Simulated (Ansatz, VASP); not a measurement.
Te2Mo in VASP and in Ansatz

```
Te Mo
1.0
     3.56450    0.00000    0.00000
    -1.78225    3.08695    0.00000
     0.00000    0.00000   14.15748
Te Mo
4 2
Cartesian
  0.0000 2.0580 8.7918
  1.7822 1.0290 1.7131
  0.0000 2.0580 12.4444
  1.7822 1.0290 5.3657
  0.0000 2.0580 3.5394
  1.7822 1.0290 10.6181
```

Alike in both runs: task single point; functional PBE; k mesh 8 × 8 × 2; occupations fermi-dirac, width 0.1 eV; no spin polarisation.

```csv
,VASP,Ansatz
version,VASP 6.6.1,Ansatz 0.2.0
potentials or method,"VASP PAW PBE potentials, release 64 (Te, Mo_sv), cutoff 520 eV","plane waves, PAW"
valence electrons in the cell,52,92
```

Ansatz gave:

| Item | Value |
| --- | --- |
| pressure (GPa) | -0.9 |
| traceless stress, the component that is largest in VASP (GPa) | -0.18 |

Question: Estimate VASP's values.

Answer: Pressure (GPa): -0.9; traceless stress, the component that is largest in VASP (GPa): -0.13.

The functional is the same, so the differences come from potentials, cutoffs and numerics. VASP's potentials hold 52 valence electrons a cell and Ansatz's 92, so a difference there can come from the potentials and not from the codes.

Neither program's run includes spin-orbit coupling.
